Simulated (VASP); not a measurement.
# SrO (P6_3/mmc) in VASP: a series of runs

SrO is run at these levels: PBE+D3(BJ); tasks: single point, relaxation of cell and atoms.

Program: VASP 6.6.1. These are calculated values, not measurements. Logs are shortened: lines on timing, memory, paths and dates and some standing lists are left out, and cuts for length are marked.

## 1. The cell of the first run

Symmetry: P6_3/mmc, No. 194, hexagonal system. Conventional cell: a = 3.540 Å, b = 3.540 Å, c = 6.194 Å, α = 90.00°, β = 90.00°, γ = 120.00°. Within 3.4 Å of Sr (site symmetry -6m2) lie 6 O at 2.56 Å. Within 3.4 Å of O (site symmetry -3m) lie 6 Sr at 2.56 Å and 2 O at 3.10 Å.

## 2. Single point, PBE+D3(BJ)

Contents of INCAR:

```
PREC = Accurate
ENCUT = 520
EDIFF = 1E-7
ISMEAR = 0
SIGMA = 0.02
LREAL = False
LASPH = True
NELM = 80
ALGO = Normal
ISIF = 2
LWAVE = False
LCHARG = True
GGA = PE
IVDW = 12
LELF = True
LVHAR = True
NBANDS = 24
```

Contents of KPOINTS:

```
regular mesh
0
Gamma
  9 9 4
```

Contents of POSCAR:

```
SrO
1.0
    3.5400514904      0.0000000000      0.0000000000
   -1.7700257452      3.0657745214      0.0000000000
    0.0000000000      0.0000000000      6.1944105941
Sr O
2 2
Direct
    0.3333333333      0.6666666667      0.2500000000
    0.6666666667      0.3333333333      0.7500000000
    0.0000000000      0.0000000000      0.0000000000
    0.0000000000      0.0000000000      0.5000000000
```

Potentials or basis: VASP PAW PBE potentials, release 64 (Sr_sv, O).

Started as:

```bash
cat potpaw_PBE.64/Sr_sv/POTCAR potpaw_PBE.64/O/POTCAR > POTCAR
mpirun -np 1 vasp_std > vasp.out
```

OUTCAR:

```text
PREC = Accurate
   ENCUT = 520
   EDIFF = 1E-7
   ISMEAR = 0
   LREAL = False
   LASPH = True
   NELM = 80
   ISIF = 2
   GGA = PE
   IVDW = 12
 IVDW          = 12

 ion  position               nearest neighbor table
   1  0.333  0.667  0.250-   3 2.56   4 2.56   3 2.56   4 2.56   3 2.56   4 2.56   2 3.71   2 3.71
                             2 3.71   2 3.71   2 3.71   2 3.71   2 5.13   2 5.13   2 5.13   2 5.13
   2  0.667  0.333  0.750-   3 2.56   4 2.56   3 2.56   4 2.56   3 2.56   4 2.56   1 3.71   1 3.71
                             1 3.71   1 3.71   1 3.71   1 3.71   1 5.13   1 5.13   1 5.13   1 5.13
   3  0.000  0.000  0.000-   1 2.56   2 2.56   2 2.56   1 2.56   2 2.56   1 2.56
   4  0.000  0.000  0.500-   1 2.56   2 2.56   2 2.56   1 2.56   2 2.56   1 2.56

  LATTYP: Found a hexagonal cell.
 ALAT       =     3.5400514904
 C/A-ratio  =     1.7498080497

  Lattice vectors:

 A1 = (   3.5400514904,   0.0000000000,   0.0000000000)
 A2 = (  -1.7700257452,   3.0657745214,   0.0000000000)
 A3 = (   0.0000000000,   0.0000000000,   6.1944105941)

Analysis of symmetry for initial positions (statically):
=====================================================================
 Subroutine PRICEL returns:
 Original cell was already a primitive cell.

 Routine SETGRP: Setting up the symmetry group for a
 hexagonal supercell.

 Subroutine GETGRP returns: Found 24 space group operations
 (whereof 12 operations were pure point group operations)
 out of a pool of 24 trial point group operations.

The static configuration has the point symmetry D_3d.
 The point group associated with its full space group is D_6h.

Analysis of symmetry for dynamics (positions and initial velocities):
=====================================================================
 Subroutine PRICEL returns:
 Original cell was already a primitive cell.

 Routine SETGRP: Setting up the symmetry group for a
 hexagonal supercell.

 Subroutine GETGRP returns: Found 24 space group operations
 (whereof 12 operations were pure point group operations)
 out of a pool of 24 trial point group operations.

The dynamic configuration has the point symmetry D_3d.
 The point group associated with its full space group is D_6h.

 Subroutine INISYM returns: Found 24 space group operations
 (whereof 12 operations are pure point group operations),
 and found     1 'primitive' translations

----------------------------------------------------------------------------------------

                                     Primitive cell

  volume of cell :      67.2279

  direct lattice vectors                    reciprocal lattice vectors
     3.540051490  0.000000000  0.000000000     0.282481767  0.163090924  0.000000000
    -1.770025745  3.065774521  0.000000000     0.000000000  0.326181848  0.000000000
     0.000000000  0.000000000  6.194410594     0.000000000  0.000000000  0.161435860

  length of vectors
     3.540051490  3.540051490  6.194410594     0.326181848  0.326181848  0.161435860

  position of ions in fractional coordinates (direct lattice)
     0.333333333  0.666666667  0.250000000
     0.666666667  0.333333333  0.750000000
     0.000000000  0.000000000  0.000000000
     0.000000000  0.000000000  0.500000000

  ion indices of the primitive-cell ions
   primitive index   ion index
                 1           1
                 2           2
                 3           3
                 4           4

----------------------------------------------------------------------------------------

 KPOINTS: regular mesh

Automatic generation of k-mesh.
 Grid dimensions read from file:
 generate k-points for:    9    9    4

 Generating k-lattice:

  Cartesian coordinates                     Fractional coordinates (reciprocal lattice)
     0.031386863  0.018121214  0.000000000     0.111111111  0.000000000  0.000000000
     0.000000000  0.036242428  0.000000000     0.000000000  0.111111111  0.000000000
     0.000000000  0.000000000  0.040358965     0.000000000  0.000000000  0.250000000

  Length of vectors
     0.036242428  0.036242428  0.040358965

  Shift w.r.t. Gamma in fractional coordinates (k-lattice)
     0.000000000  0.000000000  0.000000000

 Subroutine IBZKPT returns following result:
 ===========================================

 Found     36 irreducible k-points:

 Following reciprocal coordinates:
            Coordinates               Weight
  0.000000  0.000000  0.000000      1.000000
  0.111111  0.000000  0.000000      6.000000
  0.222222  0.000000  0.000000      6.000000
  0.333333  0.000000  0.000000      6.000000
  0.444444  0.000000  0.000000      6.000000
  0.111111  0.111111  0.000000      6.000000
[... 16 lines left out ...]
  0.333333  0.222222  0.250000     24.000000
  0.333333  0.333333  0.250000      4.000000
 [... further k-points ...]
   k-points           NKPTS =     36   k-points in BZ     NKDIM =     36   number of bands    NBANDS=     24
   number of dos      NEDOS =    301   number of ions     NIONS =      4
   total plane-waves  NPLWV =  37632
   dimension x,y,z NGX =    28 NGY =   28 NGZ =   48
   dimension x,y,z NGXF=    56 NGYF=   56 NGZF=   96
   ions per type =               2   2
   NGX,Y,Z   is equivalent  to a cutoff of  13.15, 13.15, 12.88 a.u.
   NGXF,Y,Z  is equivalent  to a cutoff of  26.30, 26.30, 25.76 a.u.
 SYSTEM =  unknown system
   PREC   = accura    normal or accurate (medium, high low for compatibility)
   ISTART =      0    job   : 0-new  1-cont  2-samecut
   ICHARG =      2    charge: 1-file 2-atom 10-const
   ISPIN  =      1    spin polarized calculation?
   LNONCOLLINEAR =      F non collinear calculations
   LSORBIT =      F    spin-orbit coupling
   LASPH  =      T    aspherical Exc in radial PAW
   ENCUT  =  520.0 eV  38.22 Ry    6.18 a.u.   6.58  6.58 11.52*2*pi/ulx,y,z
   NELM   =     80;   NELMIN=  2; NELMDL= -5     # of ELM steps
   EDIFF  = 0.1E-06   stopping-criterion for ELM
   LREAL  =      F    real-space projection
   EDIFFG = 0.1E-05   stopping-criterion for IOM
   NSW    =      0    number of steps for IOM
   IBRION =     -1    ionic relax: 0-MD 1-quasi-New 2-CG
   NFREE  =      0    steps in history (QN), initial steepest desc. (CG)
   ISIF   =      2    stress and relaxation
   ISYM   =      2    0-nonsym 1-usesym 2-fastsym
   POTIM  = 0.5000    time-step for ionic-motion
   TEBEG  =    0.0;   TEEND  =   0.0 temperature during run
   PSTRESS=    0.0 pullay stress
   NELECT =      32.0000    total number of electrons
   NUPDOWN=      -1.0000    fix difference up-down
   EMIN   =  10.00;   EMAX   =-10.00  energy-range for DOS
   EFERMI =   0.00;   METHOD = LEGACY
   ISMEAR =     0;   SIGMA  =   0.02  broadening in eV -4-tet -1-fermi 0-gaus
   EFERMI_NEDOS =   21; number of points for ismear=-14 and -15
   IALGO  =     38    algorithm
   IMIX   =      4    mixing-type and parameters
     AMIX     =   0.40;   BMIX     =  1.00
     AMIX_MAG =   1.60;   BMIX_MAG =  1.00
  volume/ion in A,a.u.               =      16.81       113.42
  Fermi-wavevector in a.u.,A,eV,Ry     =   1.278228  2.415500 22.230098  1.633866
  Thomas-Fermi vector in A             =   2.410782
   LORBIT       =      0    0 simple, 1 ext, 2 COOP (PROOUT), +10 PAW based schemes
   GGA     = PE    functional components
   LHFCALC =     F    Hartree Fock is set to
   AEXX    =    0.0000 exact exchange contribution
   IVDW    =    12    specifies the selected vdW correction
   LEPSILON=     F    determine dielectric tensor
   LRPA    =     F    only Hartree local field effects (RPA)
 non-spin polarized calculation
 Gauss-broadening in eV      SIGMA  =   0.02
  energy-cutoff  :      520.00
  volume of cell :       67.23
 maximum number of plane-waves:      1841
 NGX is ok and might be reduce to    28
   NGX = 13   NGY = 13   NGZ = 23

 number of electron      32.0000016 magnetization

 Free energy of the ion-electron system (eV)
  ---------------------------------------------------
  ext. energy  EPLUGINS =         0.00000000
  ---------------------------------------------------
  free energy    TOTEN  =       -23.72533371 eV

  energy without entropy =      -23.72533371  energy(sigma->0) =      -23.72533371

 E-fermi :   2.4274     XC(G=0): -10.0737

 val. band max:        2.2669102037   @ k =   0.0000   0.0000   0.0000
 cond. band min:       5.3601728095   @ k =   0.4444   0.0000   0.0000
 fundamental gap:      3.0932626059
 Fermi energy:         2.4274453482

 k-point     1 :       0.0000    0.0000    0.0000
  band No.  band energies     occupation
      1     -30.6891      2.00000
      2     -30.5758      2.00000
      3     -14.8734      2.00000
      4     -13.3089      2.00000
      5     -12.3501      2.00000
      6     -12.3501      2.00000
[... 16 lines left out ...]
     23       9.6532      0.00000
     24      10.5462      0.00000

 k-point     2 :       0.1111    0.0000    0.0000
  band No.  band energies     occupation
      1     -30.6723      2.00000
      2     -30.5655      2.00000
      3     -14.7761      2.00000
      4     -13.5966      2.00000
      5     -12.4674      2.00000
      6     -12.3957      2.00000
[... 16 lines left out ...]
     23       9.8640      0.00000
     24      10.2455      0.00000

 k-point     3 :       0.2222    0.0000    0.0000
  band No.  band energies     occupation
      1     -30.6286      2.00000
      2     -30.5401      2.00000
      3     -14.4944      2.00000
      4     -14.0927      2.00000
      5     -12.7427      2.00000
      6     -12.4907      2.00000
[... 16 lines left out ...]
     23      10.2840      0.00000
     24      10.4046      0.00000
[... 514 lines left out ...]
 k-point    23 :       0.3333    0.2222    0.2500
  band No.  band energies     occupation
      1     -30.5150      2.00000
      2     -30.4986      2.00000
      3     -14.6428      2.00000
      4     -13.8308      2.00000
      5     -12.9542      2.00000
      6     -12.8823      2.00000
[... 16 lines left out ...]
     23      11.5989      0.00000
     24      11.9914      0.00000

 k-point    24 :       0.3333    0.3333    0.2500
  band No.  band energies     occupation
      1     -30.4998      2.00000
      2     -30.4998      2.00000
      3     -14.6490      2.00000
      4     -13.7101      2.00000
      5     -13.0567      2.00000
      6     -13.0567      2.00000
[... 16 lines left out ...]
     23      12.0271      0.00000
     24      12.0272      0.00000

 [... further k-points ...]

------------------------ aborting loop because EDIFF is reached ----------------------------------------

 Edisp (eV)   -0.99463

 E8    (eV) :    -0.4851

  FORCE on cell =-STRESS in cart. coord.  units (eV):
  Direction    XX          YY          ZZ          XY          YZ          ZX
  --------------------------------------------------------------------------------------
  -------------------------------------------------------------------------------------
  Total       0.24998     0.24998     0.24340     0.00000    -0.00000     0.00000
  in kB       5.95763     5.95763     5.80061     0.00000    -0.00000     0.00000
  external pressure =        5.91 kB  Pullay stress =        0.00 kB

 VOLUME and BASIS-vectors are now :
 -----------------------------------------------------------------------------
  energy-cutoff  :      520.00
  volume of cell :       67.23
      direct lattice vectors                 reciprocal lattice vectors
     3.540051490  0.000000000  0.000000000     0.282481767  0.163090924  0.000000000
    -1.770025745  3.065774521  0.000000000     0.000000000  0.326181848  0.000000000
     0.000000000  0.000000000  6.194410594     0.000000000  0.000000000  0.161435860

 POSITION                                       TOTAL-FORCE (eV/Angst)
 -----------------------------------------------------------------------------------
     -0.00000      2.04385      1.54860         0.000000     -0.000000      0.000000
      1.77003      1.02192      4.64581        -0.000000      0.000000      0.000000
      0.00000      0.00000      0.00000         0.000000     -0.000000      0.000000
      0.00000      0.00000      3.09721         0.000000     -0.000000      0.000000
 -----------------------------------------------------------------------------------
    total drift:                               -0.000000      0.000000     -0.000000

  FREE ENERGIE OF THE ION-ELECTRON SYSTEM (eV)
  ---------------------------------------------------
  free  energy   TOTEN  =       -24.7199627769 eV

  energy  without entropy=      -24.7199627769  energy(sigma->0) =      -24.71996278
```

It took 66 s on 1 thread of Intel Xeon Platinum 8488C (Sapphire Rapids), shared host; peak memory 0.22 GiB.

Results:

* Free energy: -24.7200 eV
* Pressure: 0.6 GPa
* Band gap on the k mesh: 3.09 eV (least direct gap 3.14 eV)
* Dispersion energy per atom: -0.249 eV

Levels at points of the mesh, in eV from the valence-band top:
```tsv
k point	band 12	band 13	band 14	band 15	band 16	band 17	band 18	band 19	band 20	band 21
(0.00, 0.00, 0.00)	-1.05	-1.05	-0.80	-0.80	0.00	3.14	5.05	5.13	6.19	6.19
(0.00, 0.00, 0.50)	-1.64	-0.95	-0.95	-0.95	-0.95	4.74	4.74	5.99	5.99	7.19
```

Caveat: an odd mesh through Γ misses points on the zone boundary, where band edges can lie.

## 3. Relaxation of cell and atoms, PBE+D3(BJ)

This run uses another cell than the first one, of 17.29 Å³/atom.

Contents of INCAR:

```
SYSTEM = SrO
PREC = Accurate
ENCUT = 600
EDIFF = 1E-7
ISMEAR = 0
SIGMA = 0.02
LREAL = .FALSE.
LASPH = .TRUE.
NELM = 60
ALGO = Normal
ISIF = 3
LWAVE = .FALSE.
LCHARG = .FALSE.
GGA = PE
IVDW = 12
IBRION = 2
NSW = 70
EDIFFG = -0.005
```

Contents of KPOINTS:

```
Automatic mesh
0
G
  9 9 4
  0 0 0
```

Contents of POSCAR:

```
SrO
1.0
    3.5767932952      0.0000000000      0.0000000000
   -1.7883966476      3.0975938577      0.0000000000
    0.0000000000      0.0000000000      6.2429729757
Sr O
2 2
Direct
    0.3333333333      0.6666666667      0.2500000000
    0.6666666667      0.3333333333      0.7500000000
    0.0000000000      0.0000000000      0.0000000000
    0.0000000000      0.0000000000      0.5000000000
```

Potentials or basis: VASP PAW PBE potentials, release 64 (Sr_sv, O).

Started as:

```bash
cat potpaw_PBE.64/Sr_sv/POTCAR potpaw_PBE.64/O/POTCAR > POTCAR
mpirun -np 1 vasp_std > vasp.out
```

It took 4.3 min on 1 thread of Intel Xeon Platinum 8488C (Sapphire Rapids), shared host; peak memory 0.25 GiB.

Results (log left out):

* Free energy: -24.7264 eV
* Relaxed volume: 16.91 Å³/atom
* Relaxed cell: a = 3.548 Å, b = 3.548 Å, c = 6.204 Å, α = 90.00°, β = 90.00°, γ = 120.00°
* Space group after relaxing (to 0.1 Å): P6_3/mmc (No. 194)
* Energy gained by relaxing: 2.3 meV/atom
* Ionic steps: 6
* Pressure after relaxing: 0.0 GPa
* Band gap on the k mesh: 3.09 eV (least direct gap 3.11 eV)
* Dispersion energy per atom: -0.247 eV

The path:
```tsv
step	energy change (eV)	largest force (eV/Å)	pressure (GPa)	volume (Å³)
1	0.0000	0.0000	-1.87	69.17
2	-0.0085	0.0000	0.59	67.17
3	-0.0093	0.0000	0.00	67.61
4	-0.0093	0.0000	-0.04	67.64
5	-0.0094	0.0000	-0.04	67.63
6	-0.0094	0.0000	-0.04	67.63
```

Final structure:
```yaml
crystal:
  lattice:
    - [3.54773, 0.00000, 0.00000]
    - [-1.77387, 3.07243, 0.00000]
    - [0.00000, 0.00000, 6.20445]
  atoms:
    - { symbol: Sr, position: [0.33333, 0.66667, 0.25000] }
    - { symbol: Sr, position: [0.66667, 0.33333, 0.75000] }
    - { symbol: O, position: [0.00000, 0.00000, 0.00000] }
    - { symbol: O, position: [0.00000, 0.00000, 0.50000] }
```

Levels at points of the mesh, in eV from the valence-band top:
```
           k point  band 13  band 14  band 15  band 16  band 17  band 18  band 19  band 20
(0.00, 0.00, 0.00)    -1.04    -0.79    -0.79     0.00     3.11     5.03     5.13     6.18
(0.00, 0.00, 0.50)    -0.94    -0.94    -0.94    -0.94     4.71     4.71     5.97     5.97
```

Caveat: an odd mesh through Γ misses points on the zone boundary, where band edges can lie.
